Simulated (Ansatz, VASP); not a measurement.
Two plane-wave programs on Pd

Contents of INCAR:

```
  PREC = Accurate
  ENCUT = 520
  EDIFF = 1E-7
  ISMEAR = 0
  SIGMA = 0.02
  LREAL = False
  LASPH = True
  NELM = 60
  ALGO = Fast
  ISIF = 2
  LWAVE = False
  LCHARG = True
  GGA = PE
  LELF = True
  LVHAR = True
  NBANDS = 11
```

The input KPOINTS:

```
regular mesh
0
Gamma
  12 12 12
```

The input POSCAR:

```
Pd
1.0
    0.0000000000      1.9465000000      1.9465000000
    1.9465000000      0.0000000000      1.9465000000
    1.9465000000      1.9465000000      0.0000000000
Pd
1
Direct
    0.0000000000      0.0000000000      0.0000000000
```

File input.yaml:

```yaml
crystal:
  lattice:
    - [0.0, 1.9465, 1.9465]
    - [1.9465, 0.0, 1.9465]
    - [1.9465, 1.9465, 0.0]
  atoms:
    - { symbol: Pd, position: [0.0, 0.0, 0.0] }
hamiltonian:
  xc: pbe
  pseudopotentials: { kind: paw }
kpoints:
  mp_grid: { grid: [12, 12, 12] }
scf:
  occupations: { method: gaussian, width: 0.02 }
output:
  forces: true
  stress: true
  eigenvalues: true
  write_density: true
  write_potential: true
  elf: true
  volumetric_format: npy
```

Alike in both runs: task single point; functional PBE; k mesh 12 × 12 × 12; occupations gaussian, width 0.02 eV; no spin polarisation.

```csv
,VASP,Ansatz
version,VASP 6.6.1,Ansatz 0.2.0
potentials or method,"VASP PAW PBE potentials, release 64 (Pd)",Ansatz PAW
plane-wave cutoff (eV),520,420
valence electrons in the cell,10,18
```

```csv
,VASP,Ansatz,Ansatz less VASP
gap on the k mesh at the Fermi level (eV),none,none,-
pressure (GPa),6.5,6.9,+0.38
```

A gap of «none» marks a metal or a gap that the smearing closes. VASP's potentials hold 10 valence electrons a cell and Ansatz's 18, so a difference there can come from the potentials and not from the codes.
